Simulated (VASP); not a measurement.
# BiTe (R-3m) in VASP: further runs

The runs below take BiTe through single point, with r2SCAN.

Program: VASP 6.6.1. These are calculated values, not measurements. Logs are shortened: lines on timing, memory, paths and dates and some standing lists are left out, and cuts for length are marked.

### 1 The cell of the first run

The structure is trigonal, space group R-3m (No. 166). The conventional cell has a = 5.115 Å, b = 5.115 Å, c = 8.930 Å, α = 90.00°, β = 90.00°, γ = 120.00°. Bi (site symmetry -3m) has 8 Te at 3.31 to 4.46 Å and 6 Bi at 4.19 Å within 4.5 Å. Within 4.5 Å of Te (site symmetry -3m) lie 8 Bi at 3.31 to 4.46 Å and 6 Te at 4.19 Å.

### 2 Single point, r2SCAN

POSCAR reads:

```
BiTe
1.0
    2.5575731115      1.4766155244      2.9766628402
   -2.5575731115      1.4766155244      2.9766628402
    0.0000000000     -2.9532310488      2.9766628402
Bi Te
1 1
Direct
    0.5000000000      0.5000000000      0.5000000000
    0.0000000000      0.0000000000      0.0000000000
```

INCAR.step1 reads:

```
  PREC = Accurate
  ENCUT = 520
  ISMEAR = 0
  SIGMA = 0.15
  LREAL = F
  LASPH = T
  NELM = 60
  NBANDS = 18
  GGA = PE
  ALGO = Normal
  EDIFF = 1E-4
  LWAVE = T
  LCHARG = F
```

INCAR.step2 reads:

```
  PREC = Accurate
  ENCUT = 520
  EDIFF = 1E-6
  ISMEAR = 0
  SIGMA = 0.15
  LREAL = F
  LASPH = T
  NELM = 60
  ALGO = Normal
  ISIF = 2
  LWAVE = F
  LCHARG = T
  METAGGA = R2SCAN
  LMIXTAU = T
  LELF = T
  LVHAR = T
  NBANDS = 18
  ISTART = 1
```

KPOINTS reads:

```
Automatic mesh
0
Gamma
  12 12 12
```

Potentials or basis: VASP PAW PBE potentials, release 64 (Bi_d, Te).

Started as:

```
$ cat potpaw_PBE.64/Bi_d/POTCAR potpaw_PBE.64/Te/POTCAR > POTCAR
$ cp INCAR.step1 INCAR
$ mpirun -np 1 vasp_std > vasp.out
$ cp INCAR.step2 INCAR
$ mpirun -np 1 vasp_std > vasp.out
```

OUTCAR:

```text
PREC = Accurate
   ENCUT = 520
   EDIFF = 1E-6
   ISMEAR = 0
   LREAL = F
   LASPH = T
   NELM = 60
   ISIF = 2
   METAGGA = R2SCAN
   ISTART = 1

 ion  position               nearest neighbor table
   1  0.500  0.500  0.500-   2 3.31   2 3.31   2 3.31   2 3.31   2 3.31   2 3.31
   2  0.000  0.000  0.000-   1 3.31   1 3.31   1 3.31   1 3.31   1 3.31   1 3.31

  LATTYP: Found a trigonal (rhomboedric) cell.
 ALAT       =     4.1931009160
 COS(alpha) =     0.2559271108

  Lattice vectors:

 A1 = (   2.5575731115,   1.4766155244,   2.9766628402)
 A2 = (  -2.5575731115,   1.4766155244,   2.9766628402)
 A3 = (   0.0000000000,  -2.9532310488,   2.9766628402)

Analysis of symmetry for initial positions (statically):
=====================================================================
 Subroutine PRICEL returns:
 Original cell was already a primitive cell.

 Routine SETGRP: Setting up the symmetry group for a
 trigonal (rhombohedral) supercell.

 Subroutine GETGRP returns: Found 12 space group operations
 (whereof 12 operations were pure point group operations)
 out of a pool of 12 trial point group operations.

The static configuration has the point symmetry D_3d.

Analysis of symmetry for dynamics (positions and initial velocities):
=====================================================================
 Subroutine PRICEL returns:
 Original cell was already a primitive cell.

 Routine SETGRP: Setting up the symmetry group for a
 trigonal (rhombohedral) supercell.

 Subroutine GETGRP returns: Found 12 space group operations
 (whereof 12 operations were pure point group operations)
 out of a pool of 12 trial point group operations.

The dynamic configuration has the point symmetry D_3d.

 Subroutine INISYM returns: Found 12 space group operations
 (whereof 12 operations are pure point group operations),
 and found     1 'primitive' translations

----------------------------------------------------------------------------------------

                                     Primitive cell

  volume of cell :      67.4491

  direct lattice vectors                    reciprocal lattice vectors
     2.557573111  1.476615524  2.976662840     0.195497833  0.112870726  0.111982227
    -2.557573111  1.476615524  2.976662840    -0.195497833  0.112870726  0.111982227
     0.000000000 -2.953231049  2.976662840     0.000000000 -0.225741453  0.111982227

  length of vectors
     4.193100916  4.193100916  4.193100916     0.251990521  0.251990521  0.251990521

  position of ions in fractional coordinates (direct lattice)
     0.500000000  0.500000000  0.500000000
     0.000000000  0.000000000  0.000000000

  ion indices of the primitive-cell ions
   primitive index   ion index
                 1           1
                 2           2

----------------------------------------------------------------------------------------

 KPOINTS: Automatic mesh

Automatic generation of k-mesh.
 Grid dimensions read from file:
 generate k-points for:   12   12   12

 Generating k-lattice:

  Cartesian coordinates                     Fractional coordinates (reciprocal lattice)
     0.016291486  0.009405894  0.009331852     0.083333333  0.000000000  0.000000000
    -0.016291486  0.009405894  0.009331852     0.000000000  0.083333333  0.000000000
     0.000000000 -0.018811788  0.009331852     0.000000000  0.000000000  0.083333333

  Length of vectors
     0.020999210  0.020999210  0.020999210

  Shift w.r.t. Gamma in fractional coordinates (k-lattice)
     0.000000000  0.000000000  0.000000000

 Subroutine IBZKPT returns following result:
 ===========================================

 Found    189 irreducible k-points:

 Following reciprocal coordinates:
            Coordinates               Weight
  0.000000  0.000000  0.000000      1.000000
  0.083333  0.000000 -0.000000      6.000000
  0.166667  0.000000 -0.000000      6.000000
  0.250000  0.000000 -0.000000      6.000000
  0.333333  0.000000 -0.000000      6.000000
  0.416667  0.000000  0.000000      6.000000
[... 16 lines left out ...]
  0.500000  0.166667 -0.000000     12.000000
 -0.416667  0.166667 -0.000000     12.000000
 [... further k-points ...]
   k-points           NKPTS =    189   k-points in BZ     NKDIM =    189   number of bands    NBANDS=     18
   number of dos      NEDOS =    301   number of ions     NIONS =      2
   total plane-waves  NPLWV =  32768
   dimension x,y,z NGX =    32 NGY =   32 NGZ =   32
   dimension x,y,z NGXF=    64 NGYF=   64 NGZF=   64
   ions per type =               1   1
   NGX,Y,Z   is equivalent  to a cutoff of  12.69, 12.69, 12.69 a.u.
   NGXF,Y,Z  is equivalent  to a cutoff of  25.37, 25.37, 25.37 a.u.
 SYSTEM =  unknown system
   PREC   = accura    normal or accurate (medium, high low for compatibility)
   ISTART =      1    job   : 0-new  1-cont  2-samecut
   ICHARG =      0    charge: 1-file 2-atom 10-const
   ISPIN  =      1    spin polarized calculation?
   LNONCOLLINEAR =      F non collinear calculations
   LSORBIT =      F    spin-orbit coupling
   LASPH  =      T    aspherical Exc in radial PAW
   ENCUT  =  520.0 eV  38.22 Ry    6.18 a.u.   7.80  7.80  7.80*2*pi/ulx,y,z
   NELM   =     60;   NELMIN=  2; NELMDL=  0     # of ELM steps
   EDIFF  = 0.1E-05   stopping-criterion for ELM
   LREAL  =      F    real-space projection
   EDIFFG = 0.1E-04   stopping-criterion for IOM
   NSW    =      0    number of steps for IOM
   IBRION =     -1    ionic relax: 0-MD 1-quasi-New 2-CG
   NFREE  =      0    steps in history (QN), initial steepest desc. (CG)
   ISIF   =      2    stress and relaxation
   ISYM   =      2    0-nonsym 1-usesym 2-fastsym
   POTIM  = 0.5000    time-step for ionic-motion
   TEBEG  =    0.0;   TEEND  =   0.0 temperature during run
   PSTRESS=    0.0 pullay stress
   NELECT =      21.0000    total number of electrons
   NUPDOWN=      -1.0000    fix difference up-down
   EMIN   =  10.00;   EMAX   =-10.00  energy-range for DOS
   EFERMI =   0.00;   METHOD = LEGACY
   ISMEAR =     0;   SIGMA  =   0.15  broadening in eV -4-tet -1-fermi 0-gaus
   EFERMI_NEDOS =   21; number of points for ismear=-14 and -15
   IALGO  =     38    algorithm
   IMIX   =      4    mixing-type and parameters
     AMIX     =   0.40;   BMIX     =  1.00
     AMIX_MAG =   1.60;   BMIX_MAG =  1.00
  volume/ion in A,a.u.               =      33.72       227.58
  Fermi-wavevector in a.u.,A,eV,Ry     =   1.109573  2.096789 16.750837  1.231152
  Thomas-Fermi vector in A             =   2.246114
   LORBIT       =      0    0 simple, 1 ext, 2 COOP (PROOUT), +10 PAW based schemes
   METAGGA = R2SCAN    functional components
   LHFCALC =     F    Hartree Fock is set to
   AEXX    =    0.0000 exact exchange contribution
   IVDW    =     0    specifies the selected vdW correction
   LEPSILON=     F    determine dielectric tensor
   LRPA    =     F    only Hartree local field effects (RPA)
 non-spin polarized calculation
 Gauss-broadening in eV      SIGMA  =   0.15
  energy-cutoff  :      520.00
  volume of cell :       67.45
 maximum number of plane-waves:      1853
   NGX = 15   NGY = 15   NGZ = 15

 number of electron      21.0000001 magnetization

 Free energy of the ion-electron system (eV)
  ---------------------------------------------------
  ext. energy  EPLUGINS =         0.00000000
  ---------------------------------------------------
  free energy    TOTEN  =       -83.93200573 eV

  energy without entropy =      -83.91911564  energy(sigma->0) =      -83.92556068

 E-fermi :   6.4283     XC(G=0): -10.0717

 val. band max:        6.4280779289   @ k =  -0.0833   0.3333   0.0833
 cond. band min:       6.4305141286   @ k =  -0.4167   0.2500   0.2500
 fundamental gap:      0.0024361997
 Fermi energy:         6.4282804681

 k-point     1 :       0.0000    0.0000    0.0000
  band No.  band energies     occupation
      1     -17.5232      2.00000
      2     -17.5232      2.00000
      3     -17.4993      2.00000
      4     -17.4993      2.00000
      5     -17.4744      2.00000
      6      -7.3719      2.00000
[... 10 lines left out ...]
     17      14.4260      0.00000
     18      14.4260      0.00000

 k-point     2 :       0.0833    0.0000   -0.0000
  band No.  band energies     occupation
      1     -17.5231      2.00000
      2     -17.5227      2.00000
      3     -17.4998      2.00000
      4     -17.4986      2.00000
      5     -17.4745      2.00000
      6      -7.3120      2.00000
[... 10 lines left out ...]
     17      14.6493      0.00000
     18      14.8031      0.00000

 k-point     3 :       0.1667    0.0000   -0.0000
  band No.  band energies     occupation
      1     -17.5231      2.00000
      2     -17.5216      2.00000
      3     -17.5012      2.00000
      4     -17.4966      2.00000
      5     -17.4746      2.00000
      6      -7.1331      2.00000
[... 10 lines left out ...]
     17      15.0763      0.00000
     18      15.3928      0.00000

 k-point     4 :       0.2500    0.0000   -0.0000
  band No.  band energies     occupation
      1     -17.5230      2.00000
      2     -17.5205      2.00000
      3     -17.5030      2.00000
      4     -17.4935      2.00000
      5     -17.4746      2.00000
      6      -6.8385      2.00000
[... 10 lines left out ...]
     17      15.4799      0.00000
     18      16.1197      0.00000

 k-point     5 :       0.3333    0.0000   -0.0000
  band No.  band energies     occupation
      1     -17.5231      2.00000
      2     -17.5200      2.00000
      3     -17.5047      2.00000
      4     -17.4903      2.00000
      5     -17.4743      2.00000
      6      -6.4340      2.00000
[... 10 lines left out ...]
     17      15.5969      0.00000
     18      15.9301      0.00000

 k-point     6 :       0.4167    0.0000    0.0000
  band No.  band energies     occupation
      1     -17.5232      2.00000
      2     -17.5198      2.00000
      3     -17.5059      2.00000
      4     -17.4882      2.00000
      5     -17.4737      2.00000
      6      -5.9300      2.00000
[... 10 lines left out ...]
     17      14.5546      0.00000
     18      17.4119      0.00000

 k-point     7 :       0.5000    0.0000   -0.0000
  band No.  band energies     occupation
      1     -17.5233      2.00000
      2     -17.5197      2.00000
      3     -17.5063      2.00000
      4     -17.4875      2.00000
      5     -17.4733      2.00000
      6      -5.3905      2.00000
[... 10 lines left out ...]
     17      14.1953      0.00000
     18      18.4425      0.00000

 k-point     8 :       0.0833    0.0833   -0.0000
  band No.  band energies     occupation
      1     -17.5231      2.00000
      2     -17.5223      2.00000
      3     -17.4998      2.00000
      4     -17.4983      2.00000
      5     -17.4746      2.00000
      6      -7.2807      2.00000
[... 10 lines left out ...]
     17      14.5285      0.00000
     18      14.7150      0.00000
[... 229 lines left out ...]
     17      14.6465      0.00000
     18      14.7720      0.00000

 k-point    20 :       0.2500    0.1667   -0.0000
  band No.  band energies     occupation
      1     -17.5238      2.00000
      2     -17.5196      2.00000
      3     -17.5018      2.00000
      4     -17.4919      2.00000
      5     -17.4756      2.00000
      6      -6.7839      2.00000
[... 10 lines left out ...]
     17      14.7032      0.00000
     18      15.4627      0.00000

 k-point    21 :       0.3333    0.1667   -0.0000
  band No.  band energies     occupation
      1     -17.5242      2.00000
      2     -17.5192      2.00000
      3     -17.5031      2.00000
      4     -17.4887      2.00000
      5     -17.4753      2.00000
      6      -6.4497      2.00000
[... 10 lines left out ...]
     17      15.2086      0.00000
     18      16.0424      0.00000

 k-point    22 :       0.4167    0.1667    0.0000
  band No.  band energies     occupation
      1     -17.5244      2.00000
      2     -17.5192      2.00000
      3     -17.5040      2.00000
      4     -17.4866      2.00000
      5     -17.4747      2.00000
      6      -6.0230      2.00000
[... 10 lines left out ...]
     17      15.8083      0.00000
     18      16.7962      0.00000

 k-point    23 :       0.5000    0.1667   -0.0000
  band No.  band energies     occupation
      1     -17.5241      2.00000
      2     -17.5194      2.00000
      3     -17.5043      2.00000
      4     -17.4861      2.00000
      5     -17.4742      2.00000
      6      -5.5238      2.00000
[... 10 lines left out ...]
     17      16.2827      0.00000
     18      16.9238      0.00000

 k-point    24 :      -0.4167    0.1667   -0.0000
  band No.  band energies     occupation
      1     -17.5235      2.00000
      2     -17.5197      2.00000
      3     -17.5040      2.00000
      4     -17.4871      2.00000
      5     -17.4745      2.00000
      6      -5.4660      2.00000
[... 10 lines left out ...]
     17      15.6689      0.00000
     18      17.5571      0.00000

 [... further k-points ...]
[... 5 lines left out ...]
  --------------------------------------------------------------------------------------
  -------------------------------------------------------------------------------------
  Total       -1.7006567     -1.7006567      0.2318536      0.0000000     -0.0000000      0.0000000
  in kB      -40.3971609    -40.3971609      5.5074170      0.0000000     -0.0000000      0.0000000
  external PRESSURE =     -25.0956349 kB  Pullay stress =       0.0000000 kB

 VOLUME and BASIS-vectors are now :
 -----------------------------------------------------------------------------
  energy-cutoff  :      520.00
  volume of cell :       67.45
      direct lattice vectors                 reciprocal lattice vectors
     2.557573111  1.476615524  2.976662840     0.195497833  0.112870726  0.111982227
    -2.557573111  1.476615524  2.976662840    -0.195497833  0.112870726  0.111982227
     0.000000000 -2.953231049  2.976662840     0.000000000 -0.225741453  0.111982227

 POSITION                                       TOTAL-FORCE (eV/Angst)
 -----------------------------------------------------------------------------------
      0.00000      0.00000      4.46499         0.000000     -0.000000      0.000000
      0.00000      0.00000      0.00000        -0.000000      0.000000     -0.000000
 -----------------------------------------------------------------------------------
    total drift:                               -0.000000      0.000000     -0.000000

  FREE ENERGIE OF THE ION-ELECTRON SYSTEM (eV)
  ---------------------------------------------------
  free  energy   TOTEN  =       -83.9320057285 eV

  energy  without entropy=      -83.9191156368  energy(sigma->0) =      -83.92556068
```

It took 8.5 min on 1 thread of Intel Xeon 8259CL, shared host; peak memory 0.36 GiB.

Results:

```yaml
Free_energy: -83.9320 eV
Pressure: -2.5 GPa
Band_gap_on_the_k_mesh: zero (an odd number of electrons rules out a gap without spin polarisation)
```

Levels at points of the mesh, in eV from the Fermi level:
```csv
k point,band 7,band 8,band 9,band 10,band 11,band 12,band 13,band 14
"(0.00, 0.00, 0.00)",-8.67,-3.09,-3.09,-1.24,1.98,3.32,3.32,4.19
"(0.50, 0.00, 0.00)",-11.71,-1.85,-1.63,-0.93,-0.52,-0.26,1.11,6.54
"(0.50, 0.50, 0.00)",-10.27,-5.54,-4.87,-2.44,2.49,3.48,3.54,4.12
"(0.50, 0.50, 0.50)",-10.93,-2.67,-2.67,-2.65,-1.94,-1.63,-1.63,9.71
```

Caveat: the PAW data sets were made with another functional, which shifts forces and pressure a little; spin-orbit coupling is left out, which moves the levels of the heavy elements.

[end of part 1 of 2]
